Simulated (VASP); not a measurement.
# TaN in VASP: further runs, part 2 of 2

VASP 6.6.1. Earlier steps stand in the parts before.

## Step 3: Single point, PBEsol+U

INCAR reads:

```
PREC = Accurate
ENCUT = 520
EDIFF = 1E-7
ISMEAR = -1
SIGMA = 0.05
LREAL = False
LASPH = True
NELM = 150
ALGO = Normal
ISIF = 2
LWAVE = False
LCHARG = False
LMAXMIX = 4
LDAU = True
LDAUTYPE = 2
LDAUL = 2 -1
LDAUU = 8 0
LDAUJ = 0 0
LDAUPRINT = 1
GGA = PS
NBANDS = 15
```

KPOINTS reads:

```
Automatic mesh
0
Gamma
  10 10 9
```

POSCAR reads:

```
TaN
1.0
    2.9380000000      0.0000000000      0.0000000000
   -1.4690000000      2.5443826363      0.0000000000
    0.0000000000      0.0000000000      2.8830000000
Ta N
1 1
Direct
    0.0000000000      0.0000000000      0.5000000000
    0.6666666667      0.3333333333      0.0000000000
```

Potentials or basis: VASP PAW PBE potentials, release 64 (Ta_pv, N).

Started as:

```console
$ cat potpaw_PBE.64/Ta_pv/POTCAR potpaw_PBE.64/N/POTCAR > POTCAR
$ mpirun -np 1 vasp_std > vasp.out
```

Run time: 17 s. Hardware: 1 thread of Intel Xeon 6975P-C (Granite Rapids), shared host; peak memory 0.15 GiB.

Results (log left out):

```yaml
Free_energy: -16.7260 eV
Pressure: 23.3 GPa
Band_gap_on_the_k_mesh: zero (band 8 reaches 9.71 eV, above the bottom of band 9 at 9.35 eV)
```

Stress tensor (GPa, compression positive):
```
22.38  0.00  0.00
 0.00 22.38  0.00
 0.00  0.00 25.08
```

Levels at points of the mesh, in eV from the Fermi level:
| k point | band 5 | band 6 | band 7 | band 8 | band 9 | band 10 | band 11 | band 12 |
| --- | --- | --- | --- | --- | --- | --- | --- | --- |
| (0.00, 0.00, 0.00) | -5.06 | -5.06 | -4.80 | -3.81 | 1.06 | 3.25 | 3.25 | 4.68 |
| (0.50, 0.00, 0.00) | -9.30 | -5.52 | -4.01 | -3.92 | 3.61 | 3.68 | 5.15 | 5.32 |

Eigenvalues of the final occupation matrices:
| site | spin | trace | eigenvalues |
| --- | --- | --- | --- |
| site 1 d | 1 | 1.10 | 0.16 0.16 0.24 0.24 0.30 |
| site 1 d | 2 | 1.10 | 0.16 0.16 0.24 0.24 0.30 |

Caveat: the PAW data sets were made with another functional, which shifts forces and pressure a little; spin-orbit coupling is left out, which moves the levels of the heavy elements; U without spin polarisation on a metal has little footing.

## Step 4: Single point, PBEsol, non-collinear spin, zero start, spin-orbit coupling

INCAR reads:

```
PREC = Accurate ; ENCUT = 520
EDIFF = 1E-6 ; ISMEAR = -1
SIGMA = 0.05 ; LREAL = F
LASPH = T ; NELM = 150
ALGO = Normal ; ISIF = 2
LWAVE = F ; LCHARG = F
MAGMOM = 0 0 0 0 0 0 ; LORBIT = 11
LSORBIT = T ; GGA_COMPAT = F
LORBMOM = T ; LMAXMIX = 4
GGA = PS ; NBANDS = 28
```

KPOINTS reads:

```
regular mesh
0
Gamma
  8 8 7
```

POSCAR is that of step 3.

Potentials or basis: VASP PAW PBE potentials, release 64 (Ta_pv, N).

Started as:

```console
$ cat potpaw_PBE.64/Ta_pv/POTCAR potpaw_PBE.64/N/POTCAR > POTCAR
$ mpirun -np 1 vasp_ncl > vasp.out
```

OUTCAR:

```text
PREC = Accurate
   ENCUT = 520
   EDIFF = 1E-6
   ISMEAR = -1
   LREAL = F
   LASPH = T
   NELM = 150
   ISIF = 2
   LORBIT = 11
   LSORBIT = T
   GGA = PS

 ion  position               nearest neighbor table
   1  0.000  0.000  0.500-   2 2.23   2 2.23   2 2.23   2 2.23   2 2.23   2 2.23
   2  0.667  0.333  0.000-   1 2.23   1 2.23   1 2.23   1 2.23   1 2.23   1 2.23

  LATTYP: Found a hexagonal cell.
 ALAT       =     2.9380000000
 C/A-ratio  =     0.9812797822

  Lattice vectors:

 A1 = (   2.9380000000,   0.0000000000,   0.0000000000)
 A2 = (  -1.4690000000,   2.5443826363,   0.0000000000)
 A3 = (   0.0000000000,   0.0000000000,   2.8830000000)

Analysis of symmetry for initial positions (statically):
=====================================================================
 Subroutine PRICEL returns:
 Original cell was already a primitive cell.

 Routine SETGRP: Setting up the symmetry group for a
 hexagonal supercell.

 Subroutine GETGRP returns: Found 12 space group operations
[... 1009 lines left out ...]
     0.0000000     0.0000000     0.0000000     0.0000000     0.0000000     0.0000000     0.0000000
     0.0000000     0.0000000     0.0000000     0.0000000     0.0000000     0.0000000     0.0000000
     0.0000000     0.0000000     0.0000000     0.0000000     0.0000000     0.0000000     0.0000000
     0.0000000     0.0000000     0.0000000     0.0000000     0.0000000     0.0000000     0.0000000
     0.0000000     0.0000000     0.0000000     0.0000000     0.0000000     0.0000000     0.0000000
     0.0000000     0.0000000     0.0000000     0.0000000     0.0000000     0.0000000     0.0000000

 Ion:    2  E_soc:     -0.0004777
 l=   1
     0.0000000    -0.0000809    -0.0000771
    -0.0000809     0.0000000    -0.0000809
    -0.0000771    -0.0000809     0.0000000
 l=   2
     0.0000000     0.0000000     0.0000000     0.0000000     0.0000000
     0.0000000     0.0000000     0.0000000     0.0000000     0.0000000
     0.0000000     0.0000000     0.0000000     0.0000000     0.0000000
     0.0000000     0.0000000     0.0000000     0.0000000     0.0000000
     0.0000000     0.0000000     0.0000000     0.0000000     0.0000000
 l=   3
     0.0000000     0.0000000     0.0000000     0.0000000     0.0000000     0.0000000     0.0000000
     0.0000000     0.0000000     0.0000000     0.0000000     0.0000000     0.0000000     0.0000000
     0.0000000     0.0000000     0.0000000     0.0000000     0.0000000     0.0000000     0.0000000
     0.0000000     0.0000000     0.0000000     0.0000000     0.0000000     0.0000000     0.0000000
     0.0000000     0.0000000     0.0000000     0.0000000     0.0000000     0.0000000     0.0000000
     0.0000000     0.0000000     0.0000000     0.0000000     0.0000000     0.0000000     0.0000000
     0.0000000     0.0000000     0.0000000     0.0000000     0.0000000     0.0000000     0.0000000

 total charge

# of ion       s       p       d       tot
------------------------------------------
    1        0.304   6.268   2.445   9.017
    2        1.222   2.489   0.000   3.711
--------------------------------------------------
tot          1.526   8.757   2.445  12.729

 magnetization (x)

# of ion       s       p       d       tot
------------------------------------------
    1        0.000   0.000  -0.000  -0.000
    2       -0.000   0.000   0.000  -0.000
--------------------------------------------------
tot         -0.000   0.000  -0.000  -0.000

 magnetization (y)

# of ion       s       p       d       tot
------------------------------------------
    1        0.000   0.000   0.000   0.000
    2        0.000   0.000   0.000   0.000
--------------------------------------------------
tot          0.000   0.000   0.000   0.000

 magnetization (z)

# of ion       s       p       d       tot
------------------------------------------
    1       -0.000   0.000   0.000   0.000
    2       -0.000  -0.000   0.000  -0.000
--------------------------------------------------
tot         -0.000   0.000   0.000  -0.000
```

Wall time 77 s (1 thread of Intel Xeon 6975P-C (Granite Rapids), shared host); peak memory 0.23 GiB.

Results:

```
Free energy                                           : -24.4714 eV
Pressure                                              : -3.7 GPa
Net moment                                            : 0.00 μB per cell
Valence electrons inside the program's atomic spheres : Ta 9.02; N 3.71
```

Moments on the atoms (μB; x, y, z):
```
Ta  0.00 0.00 0.00
N   0.00 0.00 0.00
```

Caveat: the PAW data sets were made with another functional, which shifts forces and pressure a little.

## Step 5: Single point, r2SCAN

POSCAR reads:

```
TaN
1.0
    2.9380000000      0.0000000000      0.0000000000
   -1.4690000000      2.5443826363      0.0000000000
    0.0000000000      0.0000000000      2.8830000000
Ta N
1 1
Direct
    0.0114440000      0.0083290000      0.4832640000
    0.6525550000      0.3388060000      0.0058730000
```

INCAR.step1 reads:

```
SYSTEM = TaN
PREC = Accurate
ENCUT = 660
ISMEAR = 0
SIGMA = 0.05
LREAL = .False.
LASPH = .True.
NELM = 120
NBANDS = 16
GGA = PE
ALGO = Normal
EDIFF = 1E-5
LWAVE = .True.
LCHARG = .False.
GGA_COMPAT = .False.
```

INCAR.step2 reads:

```
SYSTEM = TaN
PREC = Accurate
ENCUT = 660
EDIFF = 1E-6
ISMEAR = 0
SIGMA = 0.05
LREAL = .False.
LASPH = .True.
NELM = 120
ALGO = Normal
ISIF = 2
LWAVE = .False.
LCHARG = .False.
METAGGA = R2SCAN
LMIXTAU = .True.
NBANDS = 16
ISTART = 1
GGA_COMPAT = .False.
```

KPOINTS reads:

```
Automatic mesh
0
Gamma
  8 8 7
  0 0 0
```

Potentials or basis: VASP PAW PBE potentials, release 64 (Ta_sv_GW, N).

Started as:

```console
$ cat potpaw_PBE.64/Ta_sv_GW/POTCAR potpaw_PBE.64/N/POTCAR > POTCAR
$ cp INCAR.step1 INCAR
$ mpirun -np 1 vasp_std > vasp.out
$ cp INCAR.step2 INCAR
$ mpirun -np 1 vasp_std > vasp.out
```

Run time: 2.5 min. Hardware: 1 thread of Intel Xeon 6975P-C (Granite Rapids), shared host; peak memory 0.26 GiB.

It converged, with:

| Quantity | Value |
| --- | --- |
| Free energy | -62.8925 eV |
| Pressure | 1.4 GPa |
| Largest force | 1.383 eV/Å |
| Band gap on the k mesh | zero (band 9 reaches 12.49 eV, above the bottom of band 10 at 12.44 eV) |

Forces in eV/Å, atoms in the order of the input:
```
Ta  -0.979 -0.134  0.968
N    0.979  0.134 -0.968
```

Stress tensor (GPa, compression positive):
```
 1.25  0.91 -1.73
 0.91  0.50 -0.31
-1.73 -0.31  2.37
```

Levels at points of the mesh, in eV from the Fermi level:
| k point | band 6 | band 7 | band 8 | band 9 | band 10 | band 11 | band 12 | band 13 |
| --- | --- | --- | --- | --- | --- | --- | --- | --- |
| (0.00, 0.00, 0.00) | -5.02 | -4.90 | -4.51 | -3.01 | 2.24 | 3.38 | 3.95 | 4.24 |
| (0.50, 0.00, 0.00) | -8.83 | -5.70 | -3.81 | -3.28 | 3.26 | 4.04 | 5.34 | 5.77 |
| (0.00, 0.50, 0.00) | -8.65 | -5.51 | -4.15 | -2.95 | 3.17 | 4.07 | 5.34 | 5.43 |
| (0.50, 0.50, 0.00) | -8.51 | -5.34 | -3.92 | -3.22 | 3.15 | 4.11 | 4.94 | 5.46 |

Caveat: the PAW data sets were made with another functional, which shifts forces and pressure a little; spin-orbit coupling is left out, which moves the levels of the heavy elements.

## Step 6: Summary

| level | potentials or basis | spin | U | k mesh | cutoff (eV) | smearing | second run | gap on the mesh (eV) | pressure (GPa) |
| --- | --- | --- | --- | --- | --- | --- | --- | --- | --- |
| PBEsol | VASP PAW PBE potentials, release 64 (Ta_pv, N) | off | - | 8 × 8 × 7 | 520 | fermi-dirac 0.05 eV | - | none | -4.1 |
| PBEsol+U | VASP PAW PBE potentials, release 64 (Ta_pv, N) | off | Ta d U = 8.0 eV | 10 × 10 × 9 | 520 | fermi-dirac 0.05 eV | - | none | 23.3 |
| PBEsol | VASP PAW PBE potentials, release 64 (Ta_pv, N) | non-collinear, zero start, SOC | - | 8 × 8 × 7 | 520 | fermi-dirac 0.05 eV | - | - | -3.7 |
| r2SCAN | VASP PAW PBE potentials, release 64 (Ta_sv_GW, N) | off | - | 8 × 8 × 7 | 660 | gaussian 0.05 eV | valence_matched | none | 1.4 |

Some of these runs hold the atoms at other places in the same cell, which the table doesn't show; runs alike in all that it shows share one row.

Alike in all rows: task single point; cell as given.

Caveats: the PAW data sets were made with another functional, which shifts forces and pressure a little; spin-orbit coupling is left out, which moves the levels of the heavy elements (some runs); U without spin polarisation on a metal has little footing (some runs).

Absolute energies hang on the potentials; compare differences alone.
